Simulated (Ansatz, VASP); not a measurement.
# Si7Ge: VASP beside Ansatz

File INCAR:

```
SYSTEM = Si7Ge
PREC = Accurate
ENCUT = 520
EDIFF = 1E-6
ISMEAR = 0
SIGMA = 0.03
LREAL = .False.
LASPH = .True.
NELM = 100
ALGO = Normal
ISIF = 2
LWAVE = .False.
LCHARG = .False.
GGA = PS
NBANDS = 31
```

Contents of KPOINTS:

```
regular mesh
0
Gamma
  6 6 6
  0 0 0
```

POSCAR

```
Si7Ge
1.0
    5.5956562302      0.0000000000      0.0000000000
    0.0000000000      5.5956562302      0.0000000000
    0.0000000000      0.0000000000      5.1862179695
Si Ge
7 1
Direct
    0.2525976818      0.2525976818      0.2525976818
    0.0000000000      0.5000000000      0.5000000000
    0.5000000000      0.5000000000      0.0000000000
    0.5000000000      0.0000000000      0.5000000000
    0.7474023182      0.2525976818      0.7474023182
    0.7474023182      0.7474023182      0.2525976818
    0.2525976818      0.7474023182      0.7474023182
    0.0000000000      0.0000000000      0.0000000000
```

Input for Ansatz:

```yaml
crystal:
  lattice:
    - [5.5956562302, 0.0, 0.0]
    - [0.0, 5.5956562302, 0.0]
    - [0.0, 0.0, 5.1862179695]
  atoms:
    - { symbol: Si, position: [0.2525976818, 0.2525976818, 0.2525976818] }
    - { symbol: Si, position: [0.0, 0.5, 0.5] }
    - { symbol: Si, position: [0.5, 0.5, 0.0] }
    - { symbol: Si, position: [0.5, 0.0, 0.5] }
    - { symbol: Si, position: [0.7474023182, 0.2525976818, 0.7474023182] }
    - { symbol: Si, position: [0.7474023182, 0.7474023182, 0.2525976818] }
    - { symbol: Si, position: [0.2525976818, 0.7474023182, 0.7474023182] }
    - { symbol: Ge, position: [0.0, 0.0, 0.0] }
basis:
  ecutwfc: 420
kpoints:
  mp_grid: { grid: [6, 6, 6] }
hamiltonian:
  xc: pbesol
scf:
  occupations: { method: gaussian, width: 0.03 }
output:
  forces: true
  stress: true
  eigenvalues: true
```

Change from the starting cell: strain +0.025 along x and y, -0.050 along z, atoms carried along.

Alike in both runs: task single point; functional PBEsol; k mesh 6 × 6 × 6; occupations gaussian, width 0.03 eV; no spin polarisation.

|  | VASP | Ansatz |
| --- | --- | --- |
| version | VASP 6.6.1 | Ansatz 0.2.0 |
| potentials or method | VASP PAW PBE potentials, release 64 (Si, Ge_d), cutoff 520 eV | scalar-relativistic, plane waves, PAW |
| valence electrons in the cell | 42 | 42 |

VASP gave:

| Quantity | Value |
| --- | --- |
| gap on the k mesh at the Fermi level (eV) | none |
| pressure (GPa) | 0.0 |
| traceless stress, the component that is largest in VASP (GPa) | 3.89 |
| rms of the force components (eV/Å) | 0.009 |

What did Ansatz give for the same quantities?

gap on the k mesh at the Fermi level (eV): none; pressure (GPa): 0.0; traceless stress, the component that is largest in VASP (GPa): 3.90; rms of the force components (eV/Å): 0.010.

VASP's potentials were made for PBE, not for PBEsol. Atom by atom the forces differ by 0.003 eV/Å (rms over components). A gap of «none» marks a metal or a gap that the smearing closes.
